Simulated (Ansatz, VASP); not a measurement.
One calculation of InAs, two programs

```
In As
1.0
     0.00000    3.14496    3.02400
     3.14496    0.00000    3.02400
     3.14496    3.14496    0.00000
In As
1 1
Direct
  0.00000 0.00000 0.00000
  0.75000 0.75000 0.75000
```

Change from the starting cell: strain +0.040 along x and y, +0.000 along z, atoms carried along.

Alike in both runs: task single point; functional PBE; k mesh 14 × 14 × 14; occupations gaussian, width 0.15 eV; no spin polarisation.

```csv
,VASP,Ansatz
version,VASP 6.6.1,Ansatz 0.2.0
potentials or method,"VASP PAW PBE potentials, release 64 (In_d, As), cutoff 520 eV","scalar-relativistic, plane waves, PAW"
valence electrons in the cell,18,28
```

```csv
,VASP,Ansatz,Ansatz less VASP
pressure (GPa),-0.5,-0.5,-0.04
"traceless stress, the component that is largest in VASP (GPa)",0.81,0.81,+0.001
```

With one functional, cell and mesh, what is left measures potentials, basis and numerics. VASP's potentials hold 18 valence electrons a cell and Ansatz's 28, so a difference there can come from the potentials and not from the codes.
